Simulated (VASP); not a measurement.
Input of a VASP 6.6.1 run:

The input POSCAR:

```
CaS
1.0
    0.0000000000      2.8664969333      2.8664969333
    2.8664969333      0.0000000000      2.8664969333
    2.8664969333      2.8664969333      0.0000000000
Ca S
1 1
Direct
    0.0000000000      0.0000000000      0.0000000000
    0.5000000000      0.5000000000      0.5000000000
```

Contents of INCAR.step1:

```
PREC = Accurate
ENCUT = 550
ISMEAR = 0
SIGMA = 0.01
LREAL = False
LASPH = True
NELM = 120
NBANDS = 15
GGA = PE
ALGO = Normal
EDIFF = 1E-5
LWAVE = True
LCHARG = False
GGA_COMPAT = False
```

INCAR.step2

```
PREC = Accurate
ENCUT = 550
EDIFF = 1E-6
ISMEAR = 0
SIGMA = 0.01
LREAL = False
LASPH = True
NELM = 120
ALGO = Normal
ISIF = 2
LWAVE = False
LCHARG = False
METAGGA = R2SCAN
LMIXTAU = True
NBANDS = 15
ISTART = 1
GGA_COMPAT = False
```

The input KPOINTS:

```
regular mesh
0
Gamma
  5 5 5
```

Potentials or basis: VASP PAW PBE potentials, release 64 (Ca_sv, S).

Command:

```console
$ cat potpaw_PBE.64/Ca_sv/POTCAR potpaw_PBE.64/S/POTCAR > POTCAR
$ cp INCAR.step1 INCAR
$ mpirun -np 1 vasp_std > vasp.out
$ cp INCAR.step2 INCAR
$ mpirun -np 1 vasp_std > vasp.out
```

What does it give for the pressure?

-0.9 GPa.

Estimate the band gap on the k mesh.

2.98 eV, indirect (least direct gap 3.75 eV).

Caveat: the PAW data sets were made with another functional, which shifts forces and pressure a little. r2SCAN opens gaps a little over a GGA but as a rule still falls short of measured ones.
